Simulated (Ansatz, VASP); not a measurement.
# One calculation of La3N2, two programs

```xyz
5
Lattice="5.4844 0.0000 0.0000 0.0000 5.4844 0.0000 0.0000 0.0000 4.6358" Properties=species:S:1:pos:R:3 pbc="T T T"
La    2.7422    0.0000    4.3163
La    0.0000    2.7422    4.3163
La    2.7422    2.7422    1.9984
N     2.7422    0.0000    1.9984
N     0.0000    2.7422    1.9984
```

Alike in both runs: functional PBE; k mesh 8 × 8 × 8; occupations gaussian, width 0.1 eV; no spin polarisation.

Ansatz relaxed the structure, and its values are those at the end. VASP's run is a single point on that final structure, the one shown.

```csv
,VASP,Ansatz
version,VASP 6.6.1,Ansatz 0.2.0
potentials or method,"VASP PAW PBE potentials, release 64 (La, N), cutoff 520 eV","scalar-relativistic, plane waves, PAW"
valence electrons in the cell,43,43
```

```tsv
	VASP	Ansatz	Ansatz less VASP
gap on the k mesh at the Fermi level (eV)	none	none	-
pressure (GPa)	-0.1	0.0	+0.05
```

A gap of «none» marks a metal or a gap that the smearing closes. Ansatz's warnings: structure snapped to symmetry.

Neither program's run includes spin-orbit coupling.
